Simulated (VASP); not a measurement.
# BN in VASP: a series of runs

The runs below take BN through electric field gradients, with PBEsol.

Everything below comes from runs of VASP 6.6.1. Logs are shortened: lines on timing, memory, paths and dates and some standing lists are left out, and cuts for length are marked.

## 1. The cell of the first run

The structure is trigonal, space group R3m (No. 160). Conventional cell: a = 2.518 Å, b = 2.518 Å, c = 6.449 Å, α = 90.00°, β = 90.00°, γ = 120.00°. Within 2.1 Å of B (site symmetry 3m) lie 4 N at 1.55 to 1.61 Å. Within 2.1 Å of N (site symmetry 3m) lie 4 B at 1.55 to 1.61 Å.

## 2. Electric field gradients, PBEsol (equal xy, yz and zx shear strains of +3 %)

INCAR

```
PREC     = Accurate       # precision mode
ENCUT    = 520            # plane-wave cutoff, eV
EDIFF    = 1E-8           # SCF threshold, eV
ISMEAR   = -1             # smearing method
SIGMA    = 0.03           # smearing width, eV
LREAL    = False          # projectors in reciprocal space
LASPH    = True           # aspherical terms in the spheres
NELM     = 100            # most SCF steps
ALGO     = Normal         # electronic algorithm
ISIF     = 2              # what is computed and relaxed
LWAVE    = False          # write WAVECAR
LCHARG   = False          # write CHGCAR
GGA      = PS             # functional
LEFG     = True         
NBANDS   = 11             # bands
```

KPOINTS

```
regular mesh
0
Gamma
  13 13 13
```

POSCAR

```
BN
1.0
    0.0542250000      1.8346125000      1.8346125000
    1.8346125000      0.0542250000      1.8346125000
    1.8346125000      1.8346125000      0.0542250000
B N
1 1
Direct
    0.0000000000      0.0000000000      0.0000000000
    0.7500000000      0.7500000000      0.7500000000
```

Potentials or basis: VASP PAW PBE potentials, release 64 (B, N).

The run is started by

```bash
$ cat potpaw_PBE.64/B/POTCAR potpaw_PBE.64/N/POTCAR > POTCAR
$ mpirun -np 1 vasp_std > vasp.out
```

OUTCAR:

```text
PREC = Accurate
   ENCUT = 520
   EDIFF = 1E-8
   ISMEAR = -1
   LREAL = False
   LASPH = True
   NELM = 100
   ISIF = 2
   GGA = PS

 ion  position               nearest neighbor table
   1  0.000  0.000  0.000-   2 1.55   2 1.55   2 1.55   2 1.61
   2  0.750  0.750  0.750-   1 1.55   1 1.55   1 1.55   1 1.61

  LATTYP: Found a trigonal (rhomboedric) cell.
 ALAT       =     2.5951004607
 COS(alpha) =     0.5293254421

  Lattice vectors:

 A1 = (   0.0542250000,   1.8346125000,   1.8346125000)
 A2 = (   1.8346125000,   0.0542250000,   1.8346125000)
 A3 = (   1.8346125000,   1.8346125000,   0.0542250000)

Analysis of symmetry for initial positions (statically):
=====================================================================
 Subroutine PRICEL returns:
 Original cell was already a primitive cell.

 Routine SETGRP: Setting up the symmetry group for a
 trigonal (rhombohedral) supercell.

 Subroutine GETGRP returns: Found  6 space group operations
 (whereof  6 operations were pure point group operations)
 out of a pool of 12 trial point group operations.

The static configuration has the point symmetry C_3v.

Analysis of symmetry for dynamics (positions and initial velocities):
=====================================================================
 Subroutine PRICEL returns:
 Original cell was already a primitive cell.

 Routine SETGRP: Setting up the symmetry group for a
 trigonal (rhombohedral) supercell.

 Subroutine GETGRP returns: Found  6 space group operations
 (whereof  6 operations were pure point group operations)
 out of a pool of 12 trial point group operations.

The dynamic configuration has the point symmetry C_3v.

 Subroutine INISYM returns: Found  6 space group operations
 (whereof  6 operations are pure point group operations),
 and found     1 'primitive' translations

----------------------------------------------------------------------------------------

                                     Primitive cell

  volume of cell :      11.8025

  direct lattice vectors                    reciprocal lattice vectors
     0.054225000  1.834612500  1.834612500    -0.284927609  0.276747869  0.276747869
     1.834612500  0.054225000  1.834612500     0.276747869 -0.284927609  0.276747869
     1.834612500  1.834612500  0.054225000     0.276747869  0.276747869 -0.284927609

  length of vectors
     2.595100461  2.595100461  2.595100461     0.484110017  0.484110017  0.484110017

  position of ions in fractional coordinates (direct lattice)
     0.000000000  0.000000000  0.000000000
     0.750000000  0.750000000  0.750000000

  ion indices of the primitive-cell ions
   primitive index   ion index
                 1           1
                 2           2

----------------------------------------------------------------------------------------

 KPOINTS: regular mesh

Automatic generation of k-mesh.
 Grid dimensions read from file:
 generate k-points for:   13   13   13

 Generating k-lattice:

  Cartesian coordinates                     Fractional coordinates (reciprocal lattice)
    -0.021917508  0.021288298  0.021288298     0.076923077  0.000000000  0.000000000
     0.021288298 -0.021917508  0.021288298     0.000000000  0.076923077  0.000000000
     0.021288298  0.021288298 -0.021917508     0.000000000  0.000000000  0.076923077

  Length of vectors
     0.037239232  0.037239232  0.037239232

  Shift w.r.t. Gamma in fractional coordinates (k-lattice)
     0.000000000  0.000000000  0.000000000

 Subroutine IBZKPT returns following result:
 ===========================================

 Found    231 irreducible k-points:

 Following reciprocal coordinates:
            Coordinates               Weight
  0.000000  0.000000  0.000000      1.000000
  0.076923  0.000000  0.000000      6.000000
  0.153846 -0.000000 -0.000000      6.000000
  0.230769 -0.000000 -0.000000      6.000000
  0.307692 -0.000000 -0.000000      6.000000
  0.384615  0.000000  0.000000      6.000000
[... 16 lines left out ...]
  0.384615  0.153846 -0.000000     12.000000
  0.461538  0.153846 -0.000000     12.000000
 [... further k-points ...]
   k-points           NKPTS =    231   k-points in BZ     NKDIM =    231   number of bands    NBANDS=     11
   number of dos      NEDOS =    301   number of ions     NIONS =      2
   total plane-waves  NPLWV =   8000
   dimension x,y,z NGX =    20 NGY =   20 NGZ =   20
   dimension x,y,z NGXF=    40 NGYF=   40 NGZF=   40
   ions per type =               1   1
   NGX,Y,Z   is equivalent  to a cutoff of  12.81, 12.81, 12.81 a.u.
   NGXF,Y,Z  is equivalent  to a cutoff of  25.62, 25.62, 25.62 a.u.
 SYSTEM =  unknown system
   PREC   = accura    normal or accurate (medium, high low for compatibility)
   ISTART =      0    job   : 0-new  1-cont  2-samecut
   ICHARG =      2    charge: 1-file 2-atom 10-const
   ISPIN  =      1    spin polarized calculation?
   LNONCOLLINEAR =      F non collinear calculations
   LSORBIT =      F    spin-orbit coupling
   LASPH  =      T    aspherical Exc in radial PAW
   ENCUT  =  520.0 eV  38.22 Ry    6.18 a.u.   4.83  4.83  4.83*2*pi/ulx,y,z
   NELM   =    100;   NELMIN=  2; NELMDL= -5     # of ELM steps
   EDIFF  = 0.1E-07   stopping-criterion for ELM
   LREAL  =      F    real-space projection
   EDIFFG = 0.1E-06   stopping-criterion for IOM
   NSW    =      0    number of steps for IOM
   IBRION =     -1    ionic relax: 0-MD 1-quasi-New 2-CG
   NFREE  =      0    steps in history (QN), initial steepest desc. (CG)
   ISIF   =      2    stress and relaxation
   ISYM   =      2    0-nonsym 1-usesym 2-fastsym
   POTIM  = 0.5000    time-step for ionic-motion
   TEBEG  =    0.0;   TEEND  =   0.0 temperature during run
   PSTRESS=    0.0 pullay stress
   NELECT =       8.0000    total number of electrons
   NUPDOWN=      -1.0000    fix difference up-down
   EMIN   =  10.00;   EMAX   =-10.00  energy-range for DOS
   EFERMI =   0.00;   METHOD = LEGACY
   ISMEAR =    -1;   SIGMA  =   0.03  broadening in eV -4-tet -1-fermi 0-gaus
   EFERMI_NEDOS =   21; number of points for ismear=-14 and -15
   IALGO  =     38    algorithm
   IMIX   =      4    mixing-type and parameters
     AMIX     =   0.40;   BMIX     =  1.00
     AMIX_MAG =   1.60;   BMIX_MAG =  1.00
  volume/ion in A,a.u.               =       5.90        39.82
  Fermi-wavevector in a.u.,A,eV,Ry     =   1.438070  2.717558 28.137456  2.068045
  Thomas-Fermi vector in A             =   2.557077
   LORBIT       =      0    0 simple, 1 ext, 2 COOP (PROOUT), +10 PAW based schemes
   GGA     = PS    functional components
   LHFCALC =     F    Hartree Fock is set to
   AEXX    =    0.0000 exact exchange contribution
   IVDW    =     0    specifies the selected vdW correction
   LEPSILON=     F    determine dielectric tensor
   LRPA    =     F    only Hartree local field effects (RPA)
 non-spin polarized calculation
  energy-cutoff  :      520.00
  volume of cell :       11.80
 maximum number of plane-waves:       328
   NGX =  9   NGY =  9   NGZ =  9

 number of electron       7.9999999 magnetization

 Free energy of the ion-electron system (eV)
  ---------------------------------------------------
  ext. energy  EPLUGINS =         0.00000000
  ---------------------------------------------------
  free energy    TOTEN  =       -18.30276985 eV

  energy without entropy =      -18.30276985  energy(sigma->0) =      -18.30276985

 E-fermi :   8.1328     XC(G=0): -13.0185

 val. band max:        7.4447185085   @ k =   0.0000   0.0000   0.0000
 cond. band min:      11.6768734203   @ k =   0.4615   0.4615  -0.0000
 fundamental gap:      4.2321549119
 Fermi energy:         8.1327864777

 k-point     1 :       0.0000    0.0000    0.0000
  band No.  band energies     occupation
      1     -12.8965      2.00000
      2       7.2095      2.00000
      3       7.4447      2.00000
      4       7.4447      2.00000
      5      14.9611      0.00000
      6      16.5461      0.00000
      7      16.5461      0.00000
      8      18.0768      0.00000
      9      31.8822      0.00000
     10      35.0218      0.00000
     11      35.1026      0.00000
[... 309 lines left out ...]
 k-point    24 :       0.4615    0.1538   -0.0000
  band No.  band energies     occupation
      1      -8.8072      2.00000
      2      -1.8521      2.00000
      3       3.9929      2.00000
      4       4.3679      2.00000
      5      15.8455      0.00000
      6      19.1742      0.00000
      7      19.8501      0.00000
      8      22.4151      0.00000
      9      28.1314      0.00000
     10      33.3121      0.00000
     11      34.6980      0.00000

 [... further k-points ...]

------------------------ aborting loop because EDIFF is reached ----------------------------------------

  FORCE on cell =-STRESS in cart. coord.  units (eV):
  Direction    XX          YY          ZZ          XY          YZ          ZX
  --------------------------------------------------------------------------------------
  -------------------------------------------------------------------------------------
  Total       -0.0843666     -0.0843666     -0.0843666     -0.9744292     -0.9744292     -0.9744292
  in kB      -11.4526666    -11.4526666    -11.4526666   -132.2775906   -132.2775906   -132.2775906
  external PRESSURE =     -11.4526666 kB  Pullay stress =       0.0000000 kB

 VOLUME and BASIS-vectors are now :
 -----------------------------------------------------------------------------
  energy-cutoff  :      520.00
  volume of cell :       11.80
      direct lattice vectors                 reciprocal lattice vectors
     0.054225000  1.834612500  1.834612500    -0.284927609  0.276747869  0.276747869
     1.834612500  0.054225000  1.834612500     0.276747869 -0.284927609  0.276747869
     1.834612500  1.834612500  0.054225000     0.276747869  0.276747869 -0.284927609

 POSITION                                       TOTAL-FORCE (eV/Angst)
 -----------------------------------------------------------------------------------
      0.00000      0.00000      0.00000        -0.012871     -0.012871     -0.012871
      2.79259      2.79259      2.79259         0.012871      0.012871      0.012871
 -----------------------------------------------------------------------------------
    total drift:                               -0.000003     -0.000003     -0.000003

  FREE ENERGIE OF THE ION-ELECTRON SYSTEM (eV)
  ---------------------------------------------------
  free  energy   TOTEN  =       -18.3027698516 eV

  energy  without entropy=      -18.3027698516  energy(sigma->0) =      -18.30276985

 Electric field gradients (V/A^2)
---------------------------------------------------------------------
 ion       V_xx      V_yy      V_zz      V_xy      V_xz      V_yz
---------------------------------------------------------------------
   1      -0.000     0.000    -0.000     1.825     1.825     1.825
   2       0.000    -0.000     0.000     4.887     4.887     4.887
---------------------------------------------------------------------

 Electric field gradients after diagonalization (V/A^2)
 (convention: |V_zz| > |V_xx| > |V_yy|)
----------------------------------------------------------------------
 ion       V_xx      V_yy      V_zz     asymmetry (V_yy - V_xx)/ V_zz
----------------------------------------------------------------------
   1      -1.825    -1.825     3.650       0.000
   2      -4.887    -4.887     9.774       0.000
----------------------------------------------------------------------

           NMR quadrupolar parameters

 Cq : quadrupolar parameter    Cq=e*Q*V_zz/h
 eta: asymmetry parameters     (V_yy - V_xx)/ V_zz
 Q  : nuclear electric quadrupole moment in mb (millibarn)
----------------------------------------------------------------------
 ion       Cq(MHz)       eta       Q (mb)
----------------------------------------------------------------------
   1       0.009       0.000       1.000
   2       0.024       0.000       1.000
----------------------------------------------------------------------
```

Run time: 22 s. Hardware: 1 thread of AMD EPYC 7R13 (Zen 3), shared host; peak memory 0.11 GiB.

What came out:

```
Free energy            : -18.3028 eV
Pressure               : -1.1 GPa
Largest force          : 0.022 eV/Å
Band gap on the k mesh : 4.23 eV, indirect (least direct gap 7.52 eV)
```

Forces on the atoms (eV/Å):
```
B   -0.013 -0.013 -0.013
N    0.013  0.013  0.013
```

Stress tensor (GPa, compression positive):
```
 -1.15 -13.23 -13.23
-13.23  -1.15 -13.23
-13.23 -13.23  -1.15
```

Electric field gradients, principal values (V/Å²):
```tsv
atom	least	middle	greatest (by size)
1 B	-1.825	-1.825	3.650
2 N	-4.887	-4.887	9.774
```

Caveat: the cell differs from its parent crystal (equal xy, yz and zx shear strains of +3 %); without QUAD_EFG the Cq values of the log hold for a quadrupole moment of 1 mb, not for the nuclei; the PAW data sets were made with another functional, which shifts forces and pressure a little. A k mesh can miss the band edges.

(Continued in part 2 of 4.)
